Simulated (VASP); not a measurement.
# HfN (CsCl type) (Pm-3m) in VASP: notebook

HfN (CsCl type) is run at these levels: PBE; tasks: relaxation of cell and atoms.

Program: VASP 6.6.1. These are calculated values, not measurements. Logs are shortened: lines on timing, memory, paths and dates and some standing lists are left out, and cuts for length are marked.

### Step 1. The cell of the first run

Symmetry: Pm-3m, No. 221, cubic system. Conventional cell: a = 2.739 Å, b = 2.739 Å, c = 2.739 Å, α = 90.00°, β = 90.00°, γ = 90.00°. Within 3.1 Å of Hf (site symmetry m-3m) lie 8 N at 2.37 Å and 6 Hf at 2.74 Å. Within 3.1 Å of N (site symmetry m-3m) lie 8 Hf at 2.37 Å and 6 N at 2.74 Å.

### Step 2. Relaxation of cell and atoms, PBE, target pressure 22 GPa, at which the enthalpy is minimised

File INCAR:

```
SYSTEM = HfN
PREC = Accurate ; ENCUT = 600
EDIFF = 1E-6 ; ISMEAR = -1
SIGMA = 0.08 ; LREAL = .False.
LASPH = .True. ; NELM = 80
ALGO = Normal ; ISIF = 3
LWAVE = .False. ; LCHARG = .False.
GGA = PE ; IBRION = 2
NSW = 60 ; EDIFFG = -0.005
PSTRESS = 220.0
```

File KPOINTS:

```
regular mesh
0
Gamma
  13 13 13
  0 0 0
```

File POSCAR:

```
HfN
1.0
    2.7386350079      0.0000000000      0.0000000000
    0.0000000000      2.7386350079      0.0000000000
    0.0000000000      0.0000000000      2.7386350079
Hf N
1 1
Direct
    0.0000000000      0.0000000000      0.0000000000
    0.5000000000      0.5000000000      0.5000000000
```

Potentials or basis: VASP PAW PBE potentials, release 64 (Hf_pv, N).

Launch:

```console
$ cat potpaw_PBE.64/Hf_pv/POTCAR potpaw_PBE.64/N/POTCAR > POTCAR
$ mpirun -np 1 vasp_std > vasp.out
```

OUTCAR:

```text
SYSTEM = HfN
   PREC = Accurate
   ENCUT = 600
   EDIFF = 1E-6
   ISMEAR = -1
   LREAL = .False.
   LASPH = .True.
   NELM = 80
   ISIF = 3
   GGA = PE
   IBRION = 2
   NSW = 60
   EDIFFG = -0.005
   PSTRESS = 220.0

 ion  position               nearest neighbor table
   1  0.000  0.000  0.000-   2 2.37   2 2.37   2 2.37   2 2.37   2 2.37   2 2.37   2 2.37   2 2.37

   2  0.500  0.500  0.500-   1 2.37   1 2.37   1 2.37   1 2.37   1 2.37   1 2.37   1 2.37   1 2.37

  LATTYP: Found a simple cubic cell.
 ALAT       =     2.7386350079

  Lattice vectors:

 A1 = (   2.7386350079,   0.0000000000,   0.0000000000)
 A2 = (   0.0000000000,   2.7386350079,   0.0000000000)
 A3 = (   0.0000000000,   0.0000000000,   2.7386350079)

Analysis of symmetry for initial positions (statically):
=====================================================================
 Subroutine PRICEL returns:
 Original cell was already a primitive cell.

 Routine SETGRP: Setting up the symmetry group for a
 simple cubic supercell.

 Subroutine GETGRP returns: Found 48 space group operations
 (whereof 48 operations were pure point group operations)
 out of a pool of 48 trial point group operations.

The static configuration has the point symmetry O_h .

Analysis of symmetry for dynamics (positions and initial velocities):
=====================================================================
 Subroutine PRICEL returns:
 Original cell was already a primitive cell.

 Routine SETGRP: Setting up the symmetry group for a
 simple cubic supercell.

 Subroutine GETGRP returns: Found 48 space group operations
 (whereof 48 operations were pure point group operations)
 out of a pool of 48 trial point group operations.

The dynamic configuration has the point symmetry O_h .

 Subroutine INISYM returns: Found 48 space group operations
 (whereof 48 operations are pure point group operations),
 and found     1 'primitive' translations

----------------------------------------------------------------------------------------

                                     Primitive cell

  volume of cell :      20.5401

  direct lattice vectors                    reciprocal lattice vectors
     2.738635008  0.000000000  0.000000000     0.365145409  0.000000000  0.000000000
     0.000000000  2.738635008  0.000000000     0.000000000  0.365145409  0.000000000
     0.000000000  0.000000000  2.738635008     0.000000000  0.000000000  0.365145409

  length of vectors
     2.738635008  2.738635008  2.738635008     0.365145409  0.365145409  0.365145409

  position of ions in fractional coordinates (direct lattice)
     0.000000000  0.000000000  0.000000000
     0.500000000  0.500000000  0.500000000

  ion indices of the primitive-cell ions
   primitive index   ion index
                 1           1
                 2           2

----------------------------------------------------------------------------------------

 KPOINTS: regular mesh

Automatic generation of k-mesh.
 Grid dimensions read from file:
 generate k-points for:   13   13   13

 Generating k-lattice:

  Cartesian coordinates                     Fractional coordinates (reciprocal lattice)
     0.028088108  0.000000000  0.000000000     0.076923077  0.000000000  0.000000000
     0.000000000  0.028088108  0.000000000     0.000000000  0.076923077  0.000000000
     0.000000000  0.000000000  0.028088108     0.000000000  0.000000000  0.076923077

  Length of vectors
     0.028088108  0.028088108  0.028088108

  Shift w.r.t. Gamma in fractional coordinates (k-lattice)
     0.000000000  0.000000000  0.000000000

 Subroutine IBZKPT returns following result:
 ===========================================

 Found     84 irreducible k-points:

 Following reciprocal coordinates:
            Coordinates               Weight
  0.000000  0.000000  0.000000      1.000000
  0.076923  0.000000  0.000000      6.000000
  0.153846  0.000000  0.000000      6.000000
  0.230769  0.000000  0.000000      6.000000
  0.307692  0.000000  0.000000      6.000000
  0.384615  0.000000  0.000000      6.000000
[... 16 lines left out ...]
  0.307692  0.307692  0.000000     12.000000
  0.384615  0.307692  0.000000     24.000000
 [... further k-points ...]
   k-points           NKPTS =     84   k-points in BZ     NKDIM =     84   number of bands    NBANDS=     11
   number of dos      NEDOS =    301   number of ions     NIONS =      2
   total plane-waves  NPLWV =  13824
   dimension x,y,z NGX =    24 NGY =   24 NGZ =   24
   dimension x,y,z NGXF=    48 NGYF=   48 NGZF=   48
   ions per type =               1   1
   NGX,Y,Z   is equivalent  to a cutoff of  14.57, 14.57, 14.57 a.u.
   NGXF,Y,Z  is equivalent  to a cutoff of  29.14, 29.14, 29.14 a.u.
 SYSTEM =  HfN
   PREC   = accura    normal or accurate (medium, high low for compatibility)
   ISTART =      0    job   : 0-new  1-cont  2-samecut
   ICHARG =      2    charge: 1-file 2-atom 10-const
   ISPIN  =      1    spin polarized calculation?
   LNONCOLLINEAR =      F non collinear calculations
   LSORBIT =      F    spin-orbit coupling
   LASPH  =      T    aspherical Exc in radial PAW
   ENCUT  =  600.0 eV  44.10 Ry    6.64 a.u.   5.47  5.47  5.47*2*pi/ulx,y,z
   NELM   =     80;   NELMIN=  2; NELMDL= -5     # of ELM steps
   EDIFF  = 0.1E-05   stopping-criterion for ELM
   LREAL  =      F    real-space projection
   EDIFFG = -.5E-02   stopping-criterion for IOM
   NSW    =     60    number of steps for IOM
   IBRION =      2    ionic relax: 0-MD 1-quasi-New 2-CG
   NFREE  =      1    steps in history (QN), initial steepest desc. (CG)
   ISIF   =      3    stress and relaxation
   ISYM   =      2    0-nonsym 1-usesym 2-fastsym
   POTIM  = 0.5000    time-step for ionic-motion
   TEBEG  =    0.0;   TEEND  =   0.0 temperature during run
   PSTRESS=  220.0 pullay stress
   NELECT =      15.0000    total number of electrons
   NUPDOWN=      -1.0000    fix difference up-down
   EMIN   =  10.00;   EMAX   =-10.00  energy-range for DOS
   EFERMI =   0.00;   METHOD = LEGACY
   ISMEAR =    -1;   SIGMA  =   0.08  broadening in eV -4-tet -1-fermi 0-gaus
   EFERMI_NEDOS =   21; number of points for ismear=-14 and -15
   IALGO  =     38    algorithm
   IMIX   =      4    mixing-type and parameters
     AMIX     =   0.40;   BMIX     =  1.00
     AMIX_MAG =   1.60;   BMIX_MAG =  1.00
  volume/ion in A,a.u.               =      10.27        69.31
  Fermi-wavevector in a.u.,A,eV,Ry     =   1.474250  2.785928 29.571074  2.173413
  Thomas-Fermi vector in A             =   2.589044
   LORBIT       =      0    0 simple, 1 ext, 2 COOP (PROOUT), +10 PAW based schemes
   GGA     = PE    functional components
   LHFCALC =     F    Hartree Fock is set to
   AEXX    =    0.0000 exact exchange contribution
   IVDW    =     0    specifies the selected vdW correction
   LEPSILON=     F    determine dielectric tensor
   LRPA    =     F    only Hartree local field effects (RPA)
 conjugate gradient relaxation of ions
 non-spin polarized calculation
  energy-cutoff  :      600.00
  volume of cell :       20.54
 maximum number of plane-waves:       715
 NGX is ok and might be reduce to    24
   NGX = 11   NGY = 11   NGZ = 11

--------------------------------------- Ionic step        1  -------------------------------------------

 number of electron      15.0000000 magnetization

 Free energy of the ion-electron system (eV)
  ---------------------------------------------------
  ext. energy  EPLUGINS =         0.00000000
  ---------------------------------------------------
  free energy    TOTEN  =       -19.65973967 eV

  energy without entropy =      -19.63766214  energy(sigma->0) =      -19.64870091

------------------------ aborting loop because EDIFF is reached ----------------------------------------

  FORCE on cell =-STRESS in cart. coord.  units (eV):
  Direction    XX          YY          ZZ          XY          YZ          ZX
  --------------------------------------------------------------------------------------
  -------------------------------------------------------------------------------------
  Total        2.9827596      2.9827596      2.9827596     -0.0000000     -0.0000000      0.0000000
  in kB      232.6624860    232.6624860    232.6624860     -0.0000000     -0.0000000      0.0000000
  external PRESSURE =      12.6624860 kB  Pullay stress =     220.0000000 kB

 VOLUME and BASIS-vectors are now :
 -----------------------------------------------------------------------------
  energy-cutoff  :      600.00
  volume of cell :       20.54
      direct lattice vectors                 reciprocal lattice vectors
     2.738635008  0.000000000  0.000000000     0.365145409  0.000000000  0.000000000
     0.000000000  2.738635008  0.000000000     0.000000000  0.365145409  0.000000000
     0.000000000  0.000000000  2.738635008     0.000000000  0.000000000  0.365145409
[... 46 lines left out ...]
  FREE ENERGIE OF THE ION-ELECTRON SYSTEM (eV)
  ---------------------------------------------------
  free  energy   TOTEN  =       -19.6919959358 eV

  energy  without entropy=      -19.6697675642  energy(sigma->0) =      -19.68088175

  enthalpy is  TOTEN    =       -16.8383089540 eV   P V=        2.8536869817

--------------------------------------- Ionic step        3  -------------------------------------------

 number of electron      15.0000001 magnetization

 Free energy of the ion-electron system (eV)
  ---------------------------------------------------
  ext. energy  EPLUGINS =         0.00000000
  ---------------------------------------------------
  free energy    TOTEN  =       -19.67082746 eV

  energy without entropy =      -19.64870163  energy(sigma->0) =      -19.65976455

 E-fermi :   8.2548     XC(G=0): -13.4141

 val. band max:        8.2498162178   @ k =   0.3077   0.3077   0.0000
 cond. band min:       8.2632633309   @ k =   0.3846   0.1538   0.1538
 fundamental gap:      0.0134471131
 Fermi energy:         8.2548060575

 k-point     1 :       0.0000    0.0000    0.0000
  band No.  band energies     occupation
      1     -21.6036      2.00000
      2     -21.6036      2.00000
      3     -21.6036      2.00000
      4      -8.4550      2.00000
      5       5.5265      2.00000
      6       5.5265      2.00000
      7       7.1613      2.00000
      8       7.1613      2.00000
      9       7.1613      2.00000
     10      12.8410      0.00000
     11      15.2551      0.00000

 k-point     2 :       0.0769    0.0000    0.0000
  band No.  band energies     occupation
      1     -21.7186      2.00000
      2     -21.5936      2.00000
      3     -21.5936      2.00000
      4      -8.3169      2.00000
      5       5.2586      2.00000
      6       5.5916      2.00000
      7       7.0499      2.00000
      8       7.0499      2.00000
      9       7.3160      1.99998
     10      13.2316      0.00000
     11      15.2795      0.00000
[... 295 lines left out ...]
 k-point    24 :       0.3846    0.3077    0.0000
  band No.  band energies     occupation
      1     -22.9370      2.00000
      2     -22.5660      2.00000
      3     -21.3458      2.00000
      4      -6.2158      2.00000
      5       2.4143      2.00000
      6       4.3602      2.00000
      7       6.5656      2.00000
      8       8.1281      1.65946
      9      12.3613      0.00000
     10      12.5599      0.00000
     11      14.1044      0.00000

 [... further k-points ...]

------------------------ aborting loop because EDIFF is reached ----------------------------------------

  FORCE on cell =-STRESS in cart. coord.  units (eV):
  Direction    XX          YY          ZZ          XY          YZ          ZX
  --------------------------------------------------------------------------------------
  -------------------------------------------------------------------------------------
  Total        2.8312328      2.8312328      2.8312328      0.0000000      0.0000000      0.0000000
  in kB      220.0022189    220.0022189    220.0022189      0.0000000      0.0000000      0.0000000
  external PRESSURE =       0.0022189 kB  Pullay stress =     220.0000000 kB

 VOLUME and BASIS-vectors are now :
 -----------------------------------------------------------------------------
  energy-cutoff  :      600.00
  volume of cell :       20.62
      direct lattice vectors                 reciprocal lattice vectors
     2.742119436  0.000000000  0.000000000     0.364681417  0.000000000 -0.000000000
    -0.000000000  2.742119436 -0.000000000    -0.000000000  0.364681417  0.000000000
     0.000000000 -0.000000000  2.742119436    -0.000000000  0.000000000  0.364681417

 POSITION                                       TOTAL-FORCE (eV/Angst)
 -----------------------------------------------------------------------------------
      0.00000      0.00000      0.00000         0.000000     -0.000000      0.000000
      1.37106      1.37106      1.37106        -0.000000      0.000000      0.000000
 -----------------------------------------------------------------------------------
    total drift:                                0.000000      0.000000     -0.000000

  FREE ENERGIE OF THE ION-ELECTRON SYSTEM (eV)
  ---------------------------------------------------
  free  energy   TOTEN  =       -19.6708274626 eV

  energy  without entropy=      -19.6487016287  energy(sigma->0) =      -19.65976455

  enthalpy is  TOTEN    =       -16.8396232274 eV   P V=        2.8312042352

 reached required accuracy - stopping structural energy minimisation
```

It took 56 s on 1 thread of Intel Xeon 8259CL, shared host; peak memory 0.17 GiB.

What came out:

```
Free energy                                                : -19.6708 eV
Relaxed volume                                             : 10.31 Å³/atom
Relaxed cell                                               : a = 2.742 Å, b = 2.742 Å, c = 2.742 Å, α = 90.00°, β = 90.00°, γ = 90.00°
Space group after relaxing (to 0.1 Å)                      : Pm-3m (No. 221)
Energy change on relaxing (the run minimises the enthalpy) : -5.5 meV/atom
Ionic steps                                                : 3
Pressure after relaxing                                    : 22.0 GPa
Band gap on the k mesh                                     : zero (an odd number of electrons rules out a gap without spin polarisation)
```

Step by step:
```tsv
step	energy change (eV)	largest force (eV/Å)	pressure (GPa)	volume (Å³)
1	0.0000	0.0000	23.27	20.54
2	-0.0323	0.0000	19.46	20.78
3	-0.0111	0.0000	22.00	20.62
```

Final structure:
```
Hf N
1.0
     2.74212    0.00000    0.00000
     0.00000    2.74212    0.00000
     0.00000    0.00000    2.74212
Hf N
1 1
Direct
  0.00000 0.00000 0.00000
  0.50000 0.50000 0.50000
```

Levels at points of the mesh, in eV from the Fermi level:
| k point | band 6 | band 7 | band 8 | band 9 | band 10 | band 11 |
| --- | --- | --- | --- | --- | --- | --- |
| (0.00, 0.00, 0.00) | -2.73 | -1.09 | -1.09 | -1.09 | 4.59 | 7.00 |

Caveat: the cell is relaxed towards a set pressure, so the run minimises the enthalpy, not the energy; spin-orbit coupling is left out, which moves the levels of the heavy elements.

### Step 3. Relaxation of cell and atoms, PBE, target pressure 22 GPa, at which the enthalpy is minimised

This run uses another cell than the first one, of 10.42 Å³/atom.

File INCAR:

```
SYSTEM = HfN
PREC = Accurate ; ENCUT = 600
EDIFF = 1E-6 ; ISMEAR = -1
SIGMA = 0.08 ; LREAL = .False.
LASPH = .True. ; NELM = 60
ALGO = Normal ; ISIF = 3
LWAVE = .False. ; LCHARG = .False.
GGA = PE ; IBRION = 2
NSW = 32 ; EDIFFG = -0.005
PSTRESS = 220.0
```

File KPOINTS:

```
Automatic mesh
0
Gamma
  13 13 13
  0 0 0
```

File POSCAR:

```
HfN
1.0
    2.7516187421      0.0000000000      0.0000000000
    0.0000000000      2.7516187421      0.0000000000
    0.0000000000      0.0000000000      2.7516187421
Hf N
1 1
Direct
    0.0000000000      0.0000000000      0.0000000000
    0.5000000000      0.5000000000      0.5000000000
```

Potentials or basis: VASP PAW PBE potentials, release 64 (Hf_pv, N).

Launch:

```console
$ cat potpaw_PBE.64/Hf_pv/POTCAR potpaw_PBE.64/N/POTCAR > POTCAR
$ mpirun -np 1 vasp_std > vasp.out
```

Wall time 57 s (1 thread of Intel Xeon 8259CL, shared host); peak memory 0.17 GiB.

Results (log left out):

* Free energy: -19.6714 eV
* Relaxed volume: 10.31 Å³/atom
* Relaxed cell: a = 2.742 Å, b = 2.742 Å, c = 2.742 Å, α = 90.00°, β = 90.00°, γ = 90.00°
* Space group after relaxing (to 0.1 Å): Pm-3m (No. 221)
* Energy change on relaxing (the run minimises the enthalpy): +13.6 meV/atom
* Ionic steps: 3
* Pressure after relaxing: 22.0 GPa
* Band gap on the k mesh: zero (an odd number of electrons rules out a gap without spin polarisation)

The path:
```
step  energy change (eV)  largest force (eV/Å)  pressure (GPa)  volume (Å³)
   1              0.0000                0.0000           18.66        20.83
   2              0.0964                0.0000           29.27        20.19
   3              0.0271                0.0000           21.99        20.62
```

Final structure:
```yaml
crystal:
  lattice:
    - [2.74217, 0.00000, 0.00000]
    - [0.00000, 2.74217, 0.00000]
    - [0.00000, 0.00000, 2.74217]
  atoms:
    - { symbol: Hf, position: [0.00000, 0.00000, 0.00000] }
    - { symbol: N, position: [0.50000, 0.50000, 0.50000] }
```

Levels at points of the mesh, in eV from the Fermi level:
```csv
k point,band 5,band 6,band 7,band 8,band 9,band 10,band 11
"(0.00, 0.00, 0.00)",-2.73,-2.73,-1.09,-1.09,-1.09,4.59,7.00
```

Caveat: the cell is relaxed towards a set pressure, so the run minimises the enthalpy, not the energy; spin-orbit coupling is left out, which moves the levels of the heavy elements.
